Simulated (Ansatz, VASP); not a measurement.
One calculation of SiTe6, two programs

```
CELL_PARAMETERS angstrom
7.47645 0.00000 0.00000
0.00000 7.47645 0.00000
0.00000 0.00000 7.47645
ATOMIC_POSITIONS crystal
Si 0.00000 0.00000 0.00000
Te 0.18399 0.50000 0.50000
Te 0.50000 0.18399 0.50000
Te 0.81601 0.50000 0.50000
Te 0.50000 0.81601 0.50000
Te 0.50000 0.50000 0.18399
Te 0.50000 0.50000 0.81601
```

Change from the starting cell: species swapped into the GdB6 type (Pm-3m, No. 221).

Alike in both runs: task relaxation of cell and atoms; functional PBE; k mesh 6 × 6 × 6; occupations gaussian, width 0.1 eV; no spin polarisation.

```csv
,VASP,Ansatz
version,VASP 6.6.1,Ansatz 0.2.0
potentials or method,"VASP PAW PBE potentials, release 64 (Si, Te), cutoff 600 eV","scalar-relativistic, plane waves, PAW"
valence electrons in the cell,40,100
```

```tsv
	VASP	Ansatz	Ansatz less VASP
gap on the k mesh at the Fermi level, each at its own relaxed structure (eV)	none	none	-
relaxed volume (Å³/atom)	59.45	59.58	+0.133
relaxed cell length with the largest relative difference (Å)	7.466	7.471	+0.0056
```

A gap of «none» marks a metal or a gap that the smearing closes. VASP's potentials hold 40 valence electrons a cell and Ansatz's 100, so a difference there can come from the potentials and not from the codes.

Spin-orbit coupling is off throughout.
